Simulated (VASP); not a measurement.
# Ta2N (P-3m1) in VASP: further runs, part 2 of 2

VASP 6.6.1. The steps go on from the part before.

## 3. Single point, PBEsol (12.67 Å³/atom)

This run uses another cell than the first one, of 12.67 Å³/atom.

INCAR reads:

```
SYSTEM = Ta2N
PREC     = Accurate       ! precision mode
ENCUT    = 520            ! plane-wave cutoff, eV
EDIFF    = 1E-6           ! SCF threshold, eV
ISMEAR   = 0              ! smearing method
SIGMA    = 0.15           ! smearing width, eV
LREAL    = .False.        ! projectors in reciprocal space
LASPH    = .True.         ! aspherical terms in the spheres
NELM     = 60             ! most SCF steps
ALGO     = Normal         ! electronic algorithm
ISIF     = 2              ! what is computed and relaxed
LWAVE    = .False.        ! write WAVECAR
LCHARG   = .False.        ! write CHGCAR
GGA      = PS             ! functional
NBANDS   = 20             ! bands
```

KPOINTS reads:

```
Automatic mesh
0
Gamma
  18 18 10
  0 0 0
```

POSCAR reads:

```
Ta2N
1.0
    2.9762651978      0.0000000000      0.0000000000
   -1.4881325989      2.5775212697      0.0000000000
    0.0000000000      0.0000000000      4.9539934218
Ta N
2 1
Direct
    0.6666666667      0.3333333333      0.7463700642
    0.3333333333      0.6666666667      0.2536299358
    0.0000000000      0.0000000000      0.0000000000
```

Potentials or basis: VASP PAW PBE potentials, release 64 (Ta_pv, N).

Launch:

```bash
$ cat potpaw_PBE.64/Ta_pv/POTCAR potpaw_PBE.64/N/POTCAR > POTCAR
$ mpirun -np 1 vasp_std > vasp.out
```

OUTCAR:

```text
SYSTEM = Ta2N
   PREC = Accurate
   ENCUT = 520
   EDIFF = 1E-6
   ISMEAR = 0
   LREAL = .False.
   LASPH = .True.
   NELM = 60
   ISIF = 2
   GGA = PS

 ion  position               nearest neighbor table
   1  0.667  0.333  0.746-   3 2.13   3 2.13   3 2.13   2 2.99   2 2.99   2 2.99   2 3.04   2 3.04
                             2 3.04
   2  0.333  0.667  0.254-   3 2.13   3 2.13   3 2.13   1 2.99   1 2.99   1 2.99   1 3.04   1 3.04
                             1 3.04
   3  0.000  0.000  0.000-   1 2.13   2 2.13   1 2.13   2 2.13   1 2.13   2 2.13

  LATTYP: Found a hexagonal cell.
 ALAT       =     2.9762651978
 C/A-ratio  =     1.6645000000

  Lattice vectors:

 A1 = (   2.9762651978,   0.0000000000,   0.0000000000)
 A2 = (  -1.4881325989,   2.5775212697,   0.0000000000)
 A3 = (   0.0000000000,   0.0000000000,   4.9539934218)

Analysis of symmetry for initial positions (statically):
=====================================================================
 Subroutine PRICEL returns:
 Original cell was already a primitive cell.

 Routine SETGRP: Setting up the symmetry group for a
 hexagonal supercell.

 Subroutine GETGRP returns: Found 12 space group operations
 (whereof 12 operations were pure point group operations)
 out of a pool of 24 trial point group operations.

The static configuration has the point symmetry D_3d.

Analysis of symmetry for dynamics (positions and initial velocities):
=====================================================================
 Subroutine PRICEL returns:
 Original cell was already a primitive cell.

 Routine SETGRP: Setting up the symmetry group for a
 hexagonal supercell.

 Subroutine GETGRP returns: Found 12 space group operations
 (whereof 12 operations were pure point group operations)
 out of a pool of 24 trial point group operations.

The dynamic configuration has the point symmetry D_3d.

 Subroutine INISYM returns: Found 12 space group operations
 (whereof 12 operations are pure point group operations),
 and found     1 'primitive' translations

[... 117 lines left out ...]
  volume/ion in A,a.u.               =      12.67        85.49
  Fermi-wavevector in a.u.,A,eV,Ry     =   1.460785  2.760483 29.033376  2.133893
  Thomas-Fermi vector in A             =   2.577194
   LORBIT       =      0    0 simple, 1 ext, 2 COOP (PROOUT), +10 PAW based schemes
   GGA     = PS    functional components
   LHFCALC =     F    Hartree Fock is set to
   AEXX    =    0.0000 exact exchange contribution
   IVDW    =     0    specifies the selected vdW correction
   LEPSILON=     F    determine dielectric tensor
   LRPA    =     F    only Hartree local field effects (RPA)
 non-spin polarized calculation
 Gauss-broadening in eV      SIGMA  =   0.15
  energy-cutoff  :      520.00
  volume of cell :       38.00
 maximum number of plane-waves:      1051
 NGX is ok and might be reduce to    24
   NGX = 11   NGY = 11   NGZ = 19

 number of electron      27.0000000 magnetization

 Free energy of the ion-electron system (eV)
  ---------------------------------------------------
  ext. energy  EPLUGINS =         0.00000000
  ---------------------------------------------------
  free energy    TOTEN  =       -36.36098530 eV

  energy without entropy =      -36.34814371  energy(sigma->0) =      -36.35456450

 E-fermi :   7.9334     XC(G=0): -13.3618

 val. band max:        7.9304637990   @ k =   0.1667   0.1667   0.1000
 cond. band min:       7.9368063888   @ k =   0.2222   0.1111   0.3000
 fundamental gap:      0.0063425898
 Fermi energy:         7.9333892259

 k-point     1 :       0.0000    0.0000    0.0000
  band No.  band energies     occupation
      1     -27.6732      2.00000
      2     -26.6499      2.00000
      3     -26.6499      2.00000
      4     -26.5648      2.00000
      5     -26.5386      2.00000
      6     -26.5386      2.00000
[... 541 lines left out ...]
     19      13.0765      0.00000
     20      13.4837      0.00000

 [... further k-points ...]

------------------------ aborting loop because EDIFF is reached ----------------------------------------

  FORCE on cell =-STRESS in cart. coord.  units (eV):
  Direction    XX          YY          ZZ          XY          YZ          ZX
  --------------------------------------------------------------------------------------
  -------------------------------------------------------------------------------------
  Total        4.5558907      4.5558907      1.3042999      0.0000000      0.0000000      0.0000000
  in kB      192.0678025    192.0678025     54.9868355      0.0000000      0.0000000      0.0000000
  external PRESSURE =     146.3741468 kB  Pullay stress =       0.0000000 kB

 VOLUME and BASIS-vectors are now :
 -----------------------------------------------------------------------------
  energy-cutoff  :      520.00
  volume of cell :       38.00
      direct lattice vectors                 reciprocal lattice vectors
     2.976265198  0.000000000  0.000000000     0.335991564  0.193984820  0.000000000
    -1.488132599  2.577521270  0.000000000     0.000000000  0.387969640  0.000000000
     0.000000000  0.000000000  4.953993422     0.000000000  0.000000000  0.201857353

 POSITION                                       TOTAL-FORCE (eV/Angst)
 -----------------------------------------------------------------------------------
      1.48813      0.85917      3.69751        -0.000000     -0.000000     -0.862025
     -0.00000      1.71835      1.25648         0.000000      0.000000      0.862025
      0.00000      0.00000      0.00000         0.000000      0.000000      0.000000
 -----------------------------------------------------------------------------------
    total drift:                                0.000000     -0.000000      0.000000

  FREE ENERGIE OF THE ION-ELECTRON SYSTEM (eV)
  ---------------------------------------------------
  free  energy   TOTEN  =       -36.3609852966 eV

  energy  without entropy=      -36.3481437088  energy(sigma->0) =      -36.35456450
```

OSZICAR:

```text
N       E                     dE             d eps       ncg     rms          rms(c)
DAV:   1     0.212255213917E+03    0.21226E+03   -0.15048E+04 13216   0.140E+03
DAV:   2    -0.300467370752E+02   -0.24230E+03   -0.23581E+03 14816   0.402E+02
DAV:   3    -0.393372416205E+02   -0.92905E+01   -0.91078E+01 16624   0.715E+01
DAV:   4    -0.394509198431E+02   -0.11368E+00   -0.11312E+00 16144   0.750E+00
DAV:   5    -0.394521088915E+02   -0.11890E-02   -0.11886E-02 16332   0.638E-01    0.307E+01
DAV:   6    -0.367126904817E+02    0.27394E+01   -0.13701E+01 17004   0.242E+01    0.147E+01
DAV:   7    -0.364216904470E+02    0.29100E+00   -0.16158E+00 14800   0.835E+00    0.729E+00
DAV:   8    -0.363653763525E+02    0.56314E-01   -0.23497E-01 15476   0.381E+00    0.377E-01
DAV:   9    -0.363615031630E+02    0.38732E-02   -0.26836E-02 15972   0.108E+00    0.235E-01
DAV:  10    -0.363610914446E+02    0.41172E-03   -0.42475E-03 16748   0.524E-01    0.698E-02
DAV:  11    -0.363610011885E+02    0.90256E-04   -0.95096E-04 15420   0.184E-01    0.312E-02
DAV:  12    -0.363609850471E+02    0.16141E-04   -0.88226E-05 15116   0.656E-02    0.651E-03
DAV:  13    -0.363609852966E+02   -0.24952E-06   -0.96981E-06 16004   0.187E-02
   1 F= -.36360985E+02 E0= -.36354565E+02  d E =-.128416E-01
```

It took 2.1 min on 1 thread of Intel Xeon Platinum 8488C (Sapphire Rapids), shared host; peak memory 0.34 GiB.

What came out:

```
Free energy            : -36.3610 eV
Pressure               : 14.6 GPa
Largest force          : 0.862 eV/Å
Band gap on the k mesh : zero (an odd number of electrons rules out a gap without spin polarisation)
```

Forces in eV/Å, atoms in the order of the input:
```
Ta   0.000  0.000 -0.862
Ta   0.000  0.000  0.862
N    0.000  0.000  0.000
```

Stress tensor (GPa, compression positive):
```
19.21  0.00  0.00
 0.00 19.21  0.00
 0.00  0.00  5.50
```

Caveat: the stress differs along the axes, from 5 to 19 GPa; the PAW data sets were made with another functional, which shifts forces and pressure a little; spin-orbit coupling is left out, which moves the levels of the heavy elements.

## 4. Single point, PBEsol (12.67 Å³/atom)

This run uses another cell than the first one, of 12.67 Å³/atom.

INCAR reads:

```
  PREC = Accurate
  ENCUT = 520
  EDIFF = 1E-7
  ISMEAR = 0
  SIGMA = 0.15
  LREAL = False
  LASPH = True
  NELM = 60
  ALGO = Normal
  ISIF = 2
  LWAVE = False
  LCHARG = False
  GGA = PS
  NBANDS = 20
```

KPOINTS reads:

```
regular mesh
0
Gamma
  18 18 10
```

POSCAR reads:

```
Ta2N
1.0
    3.0983439881      0.0000000000      0.0000000000
   -1.5491719940      2.6832446034      0.0000000000
    0.0000000000      0.0000000000      4.5712967200
Ta N
2 1
Direct
    0.6666666667      0.3333333333      0.7463700642
    0.3333333333      0.6666666667      0.2536299358
    0.0000000000      0.0000000000      0.0000000000
```

Potentials or basis: VASP PAW PBE potentials, release 64 (Ta_pv, N).

Launch:

```bash
$ cat potpaw_PBE.64/Ta_pv/POTCAR potpaw_PBE.64/N/POTCAR > POTCAR
$ mpirun -np 1 vasp_std > vasp.out
```

OUTCAR:

```text
PREC = Accurate
   ENCUT = 520
   EDIFF = 1E-7
   ISMEAR = 0
   LREAL = False
   LASPH = True
   NELM = 60
   ISIF = 2
   GGA = PS

 ion  position               nearest neighbor table
   1  0.667  0.333  0.746-   3 2.13   3 2.13   3 2.13   2 2.88   2 2.88   2 2.88   2 2.93   2 2.93
                             2 2.93
   2  0.333  0.667  0.254-   3 2.13   3 2.13   3 2.13   1 2.88   1 2.88   1 2.88   1 2.93   1 2.93
                             1 2.93
   3  0.000  0.000  0.000-   1 2.13   2 2.13   1 2.13   2 2.13   1 2.13   2 2.13

  LATTYP: Found a hexagonal cell.
[... 749 lines left out ...]
  Direction    XX          YY          ZZ          XY          YZ          ZX
  --------------------------------------------------------------------------------------
  -------------------------------------------------------------------------------------
  Total        2.2346435      2.2346435      6.0115730      0.0000000     -0.0000000      0.0000000
  in kB       94.2083763     94.2083763    253.4366359      0.0000000     -0.0000000      0.0000000
  external PRESSURE =     147.2844629 kB  Pullay stress =       0.0000000 kB

 VOLUME and BASIS-vectors are now :
 -----------------------------------------------------------------------------
  energy-cutoff  :      520.00
  volume of cell :       38.00
      direct lattice vectors                 reciprocal lattice vectors
     3.098343988  0.000000000  0.000000000     0.322753059  0.186341565  0.000000000
    -1.549171994  2.683244603  0.000000000     0.000000000  0.372683131  0.000000000
     0.000000000  0.000000000  4.571296720     0.000000000  0.000000000  0.218756309

 POSITION                                       TOTAL-FORCE (eV/Angst)
 -----------------------------------------------------------------------------------
      1.54917      0.89441      3.41188        -0.000000      0.000000      0.135077
     -0.00000      1.78883      1.15942         0.000000     -0.000000     -0.135077
      0.00000      0.00000      0.00000        -0.000000      0.000000      0.000000
 -----------------------------------------------------------------------------------
    total drift:                                0.000000     -0.000000      0.000000

  FREE ENERGIE OF THE ION-ELECTRON SYSTEM (eV)
  ---------------------------------------------------
  free  energy   TOTEN  =       -36.3533882528 eV

  energy  without entropy=      -36.3420979738  energy(sigma->0) =      -36.34774311
```

stdout:

```text
POSCAR found type information on POSCAR TaN
 POSCAR found :  2 types and       3 ions
 scaLAPACK will be used
 -----------------------------------------------------------------------------
|                                                                             |
|                                                                             |
|     You enforced a specific xc type in the INCAR file but a different       |
|     I HOPE YOU KNOW WHAT YOU ARE DOING!                                     |
|                                                                             |
 -----------------------------------------------------------------------------

 LDA part: xc-table for (Slater+PW92), standard interpolation
 POSCAR, INCAR and KPOINTS ok, starting setup
 FFT: planning ... GRIDC
 FFT: planning ... GRID_SOFT
 FFT: planning ... GRID
 WAVECAR not read
 entering main loop
```

Wall time 2.1 min (1 thread of Intel Xeon Platinum 8488C (Sapphire Rapids), shared host); peak memory 0.33 GiB.

Results:

```yaml
Free_energy: -36.3534 eV
Pressure: 14.7 GPa
Largest_force: 0.135 eV/Å
Band_gap_on_the_k_mesh: zero (an odd number of electrons rules out a gap without spin polarisation)
```

Forces on the atoms (eV/Å):
```
Ta   0.000  0.000  0.135
Ta   0.000  0.000 -0.135
N    0.000  0.000  0.000
```

Levels at points of the mesh, in eV from the Fermi level:
| k point | band 11 | band 12 | band 13 | band 14 | band 15 | band 16 |
| --- | --- | --- | --- | --- | --- | --- |
| (0.00, 0.00, 0.00) | -4.68 | -0.22 | -0.22 | -0.11 | -0.09 | -0.09 |
| (0.50, 0.00, 0.00) | -4.88 | -2.76 | -1.34 | 1.64 | 2.77 | 3.89 |
| (0.00, 0.00, 0.50) | -2.51 | -2.30 | -1.49 | -1.49 | 2.19 | 2.26 |
| (0.50, 0.00, 0.50) | -3.27 | -2.16 | -2.07 | 0.14 | 0.66 | 3.15 |

Caveat: the stress differs along the axes, from 9 to 25 GPa; the PAW data sets were made with another functional, which shifts forces and pressure a little; spin-orbit coupling is left out, which moves the levels of the heavy elements.

## 5. The runs side by side

| cell | gap on the mesh (eV) | pressure (GPa) | largest force (eV/Å) |
| --- | --- | --- | --- |
| a = 2.985, b = 2.985, c = 4.822 Å, angles 90.0, 90.0, 120.0°, 3 atoms | none | 22.4 | 0.81 |
| a = 2.976, b = 2.976, c = 4.954 Å, angles 90.0, 90.0, 120.0°, 3 atoms | none | 14.6 | 0.86 |
| a = 3.098, b = 3.098, c = 4.571 Å, angles 90.0, 90.0, 120.0°, 3 atoms | none | 14.7 | 0.14 |

Alike in all rows: task single point; level PBEsol; potentials or basis VASP PAW PBE potentials, release 64 (Ta_pv, N); no spin polarisation; k mesh 18 × 18 × 10; cutoff (eV) 520; smearing gaussian 0.15 eV.

Caveats: the PAW data sets were made with another functional, which shifts forces and pressure a little; spin-orbit coupling is left out, which moves the levels of the heavy elements; the stress differs along the axes, from 17 to 25 GPa (at least some runs); the stress differs along the axes, from 5 to 19 GPa (at least some runs); the stress differs along the axes, from 9 to 25 GPa (at least some runs).

Absolute energies hang on the potentials; compare differences alone.
